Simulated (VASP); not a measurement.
A run of VASP 6.6.1:

POSCAR

```
Be
1.0
   -1.2318775092      1.2318775092      1.2318775092
    1.2318775092     -1.2318775092      1.2318775092
    1.2318775092      1.2318775092     -1.2318775092
Be
1
Direct
    0.0000000000      0.0000000000      0.0000000000
```

Contents of INCAR.step1:

```
SYSTEM = Be
METAGGA = SCAN ; ISMEAR = 1
SIGMA = 0.1 ; LWAVE = .FALSE.
LCHARG = .FALSE. ; NSW = 80
PREC = Accurate ; LASPH = .TRUE.
LREAL = .FALSE. ; ALGO = Normal
EDIFF = 1E-6 ; NELM = 120
GGA_COMPAT = .FALSE. ; IBRION = 2
ISIF = 3 ; EDIFFG = -0.005
NELMIN = 4 ; ENCUT = 380
LMIXTAU = .TRUE. ; POTIM = 0.5
```

Contents of INCAR.step3:

```
SYSTEM = Be
METAGGA = SCAN ; ISMEAR = 1
SIGMA = 0.1 ; LWAVE = .FALSE.
LCHARG = .FALSE. ; PREC = Accurate
LASPH = .TRUE. ; LREAL = .FALSE.
ALGO = Normal ; EDIFF = 1E-6
NELM = 120 ; GGA_COMPAT = .FALSE.
ISIF = 2 ; ENCUT = 380
LMIXTAU = .TRUE.
```

KPOINTS

```
Automatic mesh
0
Gamma
  17 17 17
  0 0 0
```

Potentials or basis: VASP PAW PBE potentials, release 64 (Be).

Launch:

```bash
$ cat potpaw_PBE.64/Be/POTCAR > POTCAR
$ cp INCAR.step1 INCAR
$ cp POSCAR.step1 POSCAR
$ mpirun -np 1 vasp_std > vasp.out
$ cp CONTCAR POSCAR
$ mpirun -np 1 vasp_std > vasp.out
$ cp CONTCAR POSCAR
$ cp INCAR.step3 INCAR
$ mpirun -np 1 vasp_std > vasp.out
```

Hardware: 1 thread of AMD EPYC 7R43 64-Core Processor (Zen 3), with other jobs on the host.

Estimate the wall time of this run.

Run time: 110 s on 1 thread of AMD EPYC 7R43 64-Core Processor (Zen 3) (shared host), peak memory 0.07 GiB. Counts: k points 165, ion steps 4.
